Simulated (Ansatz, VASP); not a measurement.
O in VASP and in Ansatz

```xyz
1
Lattice="7.1747 0.0000 0.0000 0.0000 6.3274 0.0000 0.0000 0.0000 22.7433" Properties=species:S:1:pos:R:3 pbc="T T T"
O     3.5874    4.2242   14.0171
```

Alike in both runs: task single point; functional PBE; dispersion D3(BJ); k mesh 2 × 3 × 1; occupations gaussian, width 0.05 eV; collinear spin.

|  | VASP | Ansatz |
| --- | --- | --- |
| version | VASP 6.6.1 | Ansatz 0.2.0 |
| potentials or method | VASP PAW PBE potentials, release 64 (O), cutoff 520 eV | scalar-relativistic, plane waves, PAW |
| valence electrons in the cell | 6 | 6 |

|  | VASP | Ansatz | Ansatz less VASP |
| --- | --- | --- | --- |
| gap on the k mesh at the Fermi level (eV) | 3.03 | 1.07 | -1.958 |
| net moment per atom (μB) | 2.00 | 2.00 | 0.000 |
| size of the moment on the site where the two differ most (μB) | 1.55 | 2.00 | +0.452 |

Site moments also hang on the region over which each program counts them. Ansatz's warnings: stability check not made.

The k mesh is coarse, so the values compare programs but aren't converged.
